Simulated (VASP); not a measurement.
# GdN (P6_3/mmc) in VASP: single point with PBE+U

Aim: the single point of GdN with PBE+U.

All numbers are computed with VASP 6.6.1; they aren't measurements. Logs are shortened: lines on timing, memory, paths and dates and some standing lists are left out, and cuts for length are marked.

### Step 1. The cell of the first run

Symmetry: P6_3/mmc, No. 194, hexagonal system. Conventional cell: a = 3.437 Å, b = 3.437 Å, c = 5.965 Å, α = 90.00°, β = 90.00°, γ = 120.00°. Within 3.3 Å of Gd (site symmetry -6m2) lie 6 N at 2.48 Å. N (site symmetry -3m) has 6 Gd at 2.48 Å and 2 N at 2.98 Å within 3.3 Å.

### Step 2. Single point, PBE+U, collinear spin, ferromagnetic start

File INCAR:

```
ALGO = Normal
EDIFF = 1E-6
ENCUT = 520
GGA = PE
ISIF = 2
ISMEAR = 0
ISPIN = 2
LASPH = True
LCHARG = False
LDAU = True
LDAUJ = 0 0
LDAUL = 3 -1
LDAUPRINT = 1
LDAUTYPE = 2
LDAUU = 3 0
LMAXMIX = 6
LORBIT = 11
LREAL = False
LWAVE = False
MAGMOM = 7 7 0 0
NBANDS = 35
NELM = 150
PREC = Accurate
SIGMA = 0.05
```

File KPOINTS:

```
k-points
0
Gamma
  10 10 8
```

File POSCAR:

```
GdN
1.0
    3.4370865006      0.0000000000      0.0000000000
   -1.7185432503      2.9766042245      0.0000000000
    0.0000000000      0.0000000000      5.9650669071
Gd N
2 2
Direct
    0.3333333333      0.6666666667      0.2500000000
    0.6666666667      0.3333333333      0.7500000000
    0.0000000000      0.0000000000      0.0000000000
    0.0000000000      0.0000000000      0.5000000000
```

Potentials or basis: VASP PAW PBE potentials, release 64 (Gd, N).

On the command line:

```bash
> cat potpaw_PBE.64/Gd/POTCAR potpaw_PBE.64/N/POTCAR > POTCAR
> mpirun -np 1 vasp_std > vasp.out
```

OUTCAR:

```text
EDIFF = 1E-6
   ENCUT = 520
   GGA = PE
   ISIF = 2
   ISMEAR = 0
   ISPIN = 2
   LASPH = True
   LORBIT = 11
   LREAL = False
   NELM = 150
   PREC = Accurate

 ion  position               nearest neighbor table
   1  0.333  0.667  0.250-   3 2.48   4 2.48   3 2.48   4 2.48   3 2.48   4 2.48
   2  0.667  0.333  0.750-   3 2.48   4 2.48   3 2.48   4 2.48   3 2.48   4 2.48
   3  0.000  0.000  0.000-   1 2.48   2 2.48   1 2.48   2 2.48   2 2.48   1 2.48
   4  0.000  0.000  0.500-   1 2.48   2 2.48   1 2.48   2 2.48   2 2.48   1 2.48

  LATTYP: Found a hexagonal cell.
 ALAT       =     3.4370865006
 C/A-ratio  =     1.7355009558

  Lattice vectors:

 A1 = (   3.4370865006,   0.0000000000,   0.0000000000)
 A2 = (  -1.7185432503,   2.9766042245,   0.0000000000)
 A3 = (   0.0000000000,   0.0000000000,   5.9650669071)

Analysis of symmetry for initial positions (statically):
=====================================================================
 Subroutine PRICEL returns:
 Original cell was already a primitive cell.

 Routine SETGRP: Setting up the symmetry group for a
 hexagonal supercell.

 Subroutine GETGRP returns: Found 24 space group operations
 (whereof 12 operations were pure point group operations)
 out of a pool of 24 trial point group operations.

The static configuration has the point symmetry D_3d.
 The point group associated with its full space group is D_6h.

Analysis of symmetry for dynamics (positions and initial velocities):
=====================================================================
 Subroutine PRICEL returns:
 Original cell was already a primitive cell.

 Routine SETGRP: Setting up the symmetry group for a
 hexagonal supercell.

 Subroutine GETGRP returns: Found 24 space group operations
 (whereof 12 operations were pure point group operations)
 out of a pool of 24 trial point group operations.

The dynamic configuration has the point symmetry D_3d.
 The point group associated with its full space group is D_6h.

Analysis of structural, dynamic, and magnetic symmetry:
=====================================================================
 Subroutine PRICEL returns:
 Original cell was already a primitive cell.

 Routine SETGRP: Setting up the symmetry group for a
 hexagonal supercell.

 Subroutine GETGRP returns: Found 24 space group operations
 (whereof 12 operations were pure point group operations)
 out of a pool of 24 trial point group operations.

The overall configuration has the point symmetry D_3d.
 The point group associated with its full space group is D_6h.

 Subroutine INISYM returns: Found 24 space group operations
 (whereof 12 operations are pure point group operations),
 and found     1 'primitive' translations

----------------------------------------------------------------------------------------

                                     Primitive cell

  volume of cell :      61.0277
[... 176 lines left out ...]

atom =   2  type =  1  l = 3

 onsite density matrix

spin component  1

  0.9869 -0.0000 -0.0000 -0.0000 -0.0000 -0.0000 -0.0000
 -0.0000  0.9910 -0.0000  0.0000 -0.0000 -0.0000  0.0000
 -0.0000 -0.0000  0.9895  0.0000 -0.0000  0.0000  0.0000
 -0.0000  0.0000  0.0000  0.9897  0.0000 -0.0000  0.0000
 -0.0000 -0.0000 -0.0000  0.0000  0.9895 -0.0000 -0.0000
 -0.0000 -0.0000  0.0000 -0.0000 -0.0000  0.9910  0.0000
 -0.0000  0.0000  0.0000  0.0000 -0.0000  0.0000  0.9889

spin component  2

  0.0038 -0.0000 -0.0000  0.0000 -0.0000 -0.0000 -0.0000
 -0.0000  0.0144 -0.0000  0.0000  0.0000  0.0000 -0.0000
 -0.0000 -0.0000  0.0080 -0.0000  0.0000  0.0000 -0.0000
  0.0000  0.0000 -0.0000  0.0100 -0.0000 -0.0000 -0.0000
 -0.0000  0.0000  0.0000 -0.0000  0.0080  0.0000 -0.0000
 -0.0000  0.0000  0.0000 -0.0000  0.0000  0.0144 -0.0000
 -0.0000 -0.0000 -0.0000 -0.0000 -0.0000 -0.0000  0.0057

 occupancies and eigenvectors

  o =  0.0038  v =  0.0000  0.0000  0.0000  0.0000  0.0000  0.0000  0.0000  1.0000  0.0000  0.0000 -0.0000  0.0000  0.0000  0.0000      0.0000  0.0000  0.0000  0.0000  0.0000  0.0000  0.0000  0.0000  0.0000  0.0000  0.0000  0.0000  0.0000  0.0000
  o =  0.0057  v =  0.0000  0.0000  0.0000  0.0000  0.0000  0.0000  0.0000  0.0000  0.0000 -0.0000  0.0000 -0.0000  0.0000 -1.0000      0.0000  0.0000  0.0000  0.0000  0.0000  0.0000  0.0000  0.0000  0.0000  0.0000  0.0000  0.0000  0.0000  0.0000
  o =  0.0080  v =  0.0000  0.0000  0.0000  0.0000  0.0000  0.0000  0.0000  0.0000  0.0000 -1.0000 -0.0000  0.0001  0.0000 -0.0000      0.0000  0.0000  0.0000  0.0000  0.0000  0.0000  0.0000  0.0000  0.0000  0.0000  0.0000  0.0000  0.0000  0.0000
  o =  0.0080  v =  0.0000  0.0000  0.0000  0.0000  0.0000  0.0000  0.0000 -0.0000 -0.0000  0.0001 -0.0000  1.0000  0.0000 -0.0000      0.0000  0.0000  0.0000  0.0000  0.0000  0.0000  0.0000  0.0000  0.0000  0.0000  0.0000  0.0000  0.0000  0.0000
  o =  0.0100  v =  0.0000  0.0000  0.0000  0.0000  0.0000  0.0000  0.0000  0.0000 -0.0000  0.0000  1.0000  0.0000  0.0000  0.0000      0.0000  0.0000  0.0000  0.0000  0.0000  0.0000  0.0000  0.0000  0.0000  0.0000  0.0000  0.0000  0.0000  0.0000
  o =  0.0144  v =  0.0000  0.0000  0.0000  0.0000  0.0000  0.0000  0.0000  0.0000  0.0031  0.0000  0.0000  0.0000 -1.0000 -0.0000      0.0000  0.0000  0.0000  0.0000  0.0000  0.0000  0.0000  0.0000  0.0000  0.0000  0.0000  0.0000  0.0000  0.0000
  o =  0.0144  v =  0.0000  0.0000  0.0000  0.0000  0.0000  0.0000  0.0000 -0.0000  1.0000  0.0000 -0.0000  0.0000  0.0031  0.0000      0.0000  0.0000  0.0000  0.0000  0.0000  0.0000  0.0000  0.0000  0.0000  0.0000  0.0000  0.0000  0.0000  0.0000
  o =  0.9869  v =  1.0000  0.0000  0.0000  0.0000  0.0000  0.0000  0.0000  0.0000  0.0000  0.0000  0.0000  0.0000  0.0000  0.0000      0.0000  0.0000  0.0000  0.0000  0.0000  0.0000  0.0000  0.0000  0.0000  0.0000  0.0000  0.0000  0.0000  0.0000
  o =  0.9889  v =  0.0000 -0.0000  0.0000 -0.0000 -0.0000 -0.0000 -1.0000  0.0000  0.0000  0.0000  0.0000  0.0000  0.0000  0.0000      0.0000  0.0000  0.0000  0.0000  0.0000  0.0000  0.0000  0.0000  0.0000  0.0000  0.0000  0.0000  0.0000  0.0000
  o =  0.9895  v =  0.0000  0.0000 -1.0000  0.0000 -0.0000  0.0000  0.0000  0.0000  0.0000  0.0000  0.0000  0.0000  0.0000  0.0000      0.0000  0.0000  0.0000  0.0000  0.0000  0.0000  0.0000  0.0000  0.0000  0.0000  0.0000  0.0000  0.0000  0.0000
  o =  0.9895  v = -0.0000  0.0000  0.0000 -0.0000 -1.0000 -0.0000  0.0000  0.0000  0.0000  0.0000  0.0000  0.0000  0.0000  0.0000      0.0000  0.0000  0.0000  0.0000  0.0000  0.0000  0.0000  0.0000  0.0000  0.0000  0.0000  0.0000  0.0000  0.0000
  o =  0.9897  v = -0.0000  0.0000  0.0000  1.0000 -0.0000  0.0000 -0.0000  0.0000  0.0000  0.0000  0.0000  0.0000  0.0000  0.0000      0.0000  0.0000  0.0000  0.0000  0.0000  0.0000  0.0000  0.0000  0.0000  0.0000  0.0000  0.0000  0.0000  0.0000
  o =  0.9910  v =  0.0000 -0.2762 -0.0000  0.0000  0.0000 -0.9611  0.0000  0.0000  0.0000  0.0000  0.0000  0.0000  0.0000  0.0000      0.0000  0.0000  0.0000  0.0000  0.0000  0.0000  0.0000  0.0000  0.0000  0.0000  0.0000  0.0000  0.0000  0.0000
  o =  0.9910  v = -0.0000  0.9611  0.0000  0.0000  0.0000 -0.2762 -0.0000  0.0000  0.0000  0.0000  0.0000  0.0000  0.0000  0.0000      0.0000  0.0000  0.0000  0.0000  0.0000  0.0000  0.0000  0.0000  0.0000  0.0000  0.0000  0.0000  0.0000  0.0000

 number of electron      46.0000000 magnetization      14.0012894

 Free energy of the ion-electron system (eV)
  ---------------------------------------------------
  ext. energy  EPLUGINS =         0.00000000
  ---------------------------------------------------
  free energy    TOTEN  =       -45.36995468 eV

  energy without entropy =      -45.36945959  energy(sigma->0) =      -45.36970714

 E-fermi :   4.3839     XC(G=0): -11.6478

 val. band max:        4.3100826026   @ k =   0.3000   0.0000   0.0000
 cond. band min:       4.3852691816   @ k =   0.2000   0.0000   0.0000
 fundamental gap:      0.0751865790
 Fermi energy:         4.3838661015

 spin component 1

 k-point     1 :       0.0000    0.0000    0.0000
  band No.  band energies     occupation
      1     -39.7762      1.00000
      2     -39.7001      1.00000
      3     -17.8392      1.00000
      4     -16.8100      1.00000
      5     -16.8100      1.00000
      6     -16.7438      1.00000
[... 1817 lines left out ...]
     34      10.8677      0.00000
     35      11.6528      0.00000

 [... further k-points ...]

------------------------ aborting loop because EDIFF is reached ----------------------------------------

  FORCE on cell =-STRESS in cart. coord.  units (eV):
  Direction    XX          YY          ZZ          XY          YZ          ZX
  --------------------------------------------------------------------------------------
  -------------------------------------------------------------------------------------
  Total        0.4563711      0.4563711      0.5384628      0.0000000      0.0000000      0.0000000
  in kB       11.9812432     11.9812432     14.1364202      0.0000000      0.0000000      0.0000000
  external PRESSURE =      12.6996356 kB  Pullay stress =       0.0000000 kB

 VOLUME and BASIS-vectors are now :
 -----------------------------------------------------------------------------
  energy-cutoff  :      520.00
  volume of cell :       61.03
      direct lattice vectors                 reciprocal lattice vectors
     3.437086501  0.000000000  0.000000000     0.290944089  0.167976648  0.000000000
    -1.718543250  2.976604224  0.000000000     0.000000000  0.335953296  0.000000000
     0.000000000  0.000000000  5.965066907     0.000000000  0.000000000  0.167642713

 POSITION                                       TOTAL-FORCE (eV/Angst)
 -----------------------------------------------------------------------------------
     -0.00000      1.98440      1.49127         0.000000     -0.000000      0.000000
      1.71854      0.99220      4.47380        -0.000000      0.000000      0.000000
      0.00000      0.00000      0.00000        -0.000000     -0.000000      0.000000
      0.00000      0.00000      2.98253        -0.000000     -0.000000      0.000000
 -----------------------------------------------------------------------------------
    total drift:                               -0.000000      0.000000     -0.000000

  FREE ENERGIE OF THE ION-ELECTRON SYSTEM (eV)
  ---------------------------------------------------
  free  energy   TOTEN  =       -45.3699546825 eV

  energy  without entropy=      -45.3694595921  energy(sigma->0) =      -45.36970714

 total charge

# of ion       s       p       d       f       tot
--------------------------------------------------
    1        2.038   5.650   0.570   6.984  15.242
    2        2.038   5.650   0.570   6.984  15.242
    3        1.248   2.394   0.000   0.000   3.642
    4        1.248   2.394   0.000   0.000   3.642
--------------------------------------------------
tot          6.571  16.089   1.141  13.967  37.768

 magnetization (x)

# of ion       s       p       d       f       tot
--------------------------------------------------
    1       -0.004  -0.082   0.077   6.857   6.848
    2       -0.004  -0.082   0.077   6.857   6.848
    3       -0.008  -0.096   0.000   0.000  -0.104
    4       -0.008  -0.096   0.000   0.000  -0.104
--------------------------------------------------
tot         -0.024  -0.356   0.154  13.713  13.487
```

It took 11 min on 1 thread of AMD EPYC 9R45 (Zen 5), shared host; peak memory 0.36 GiB.

What came out:

| Item | Value |
| --- | --- |
| Free energy | -45.3700 eV |
| Pressure | 1.3 GPa |
| Band gap on the k mesh | zero (filled and empty bands overlap) |
| Net moment | 14.00 μB per cell |
| Site moments | Gd +6.85; N -0.10 μB |
| Valence electrons inside the program's atomic spheres | Gd 15.24; N 3.64 |

Levels at points of the mesh, in eV from the Fermi level:
Spin up:
```
           k point  band 28  band 29  band 30  band 31  band 32  band 33
(0.00, 0.00, 0.00)    -0.97    -0.97     0.40     1.48     2.36     2.63
(0.50, 0.00, 0.00)    -2.51    -0.61    -0.36    -0.11     3.93     3.94
(0.00, 0.00, 0.50)    -1.69    -1.69    -1.69     3.39     3.39     4.21
(0.50, 0.00, 0.50)    -2.58    -1.67    -1.67     1.86     1.86     5.62
```
Spin down:
```
           k point  band 13  band 14  band 15  band 16  band 17  band 18  band 19  band 20
(0.00, 0.00, 0.00)    -1.99    -1.50    -1.50    -0.23     1.78     2.13     2.33     3.01
(0.50, 0.00, 0.00)    -2.56    -2.26    -0.93    -0.50     0.43     2.53     2.94     2.94
(0.00, 0.00, 0.50)    -1.82    -1.82    -1.82    -1.82     2.27     2.27     3.03     3.03
(0.50, 0.00, 0.50)    -2.45    -2.45    -1.79    -1.79     1.92     1.92     2.98     2.98
```

Eigenvalues of the final occupation matrices:
```
    site  spin  trace                         eigenvalues
site 1 f     1   6.93  0.99 0.99 0.99 0.99 0.99 0.99 0.99
site 1 f     2   0.06  0.00 0.01 0.01 0.01 0.01 0.01 0.01
site 2 f     1   6.93  0.99 0.99 0.99 0.99 0.99 0.99 0.99
site 2 f     2   0.06  0.00 0.01 0.01 0.01 0.01 0.01 0.01
```

Caveat: spin-orbit coupling is left out, which moves the levels of the heavy elements. The state reached can hang on the start; a lower one may exist.
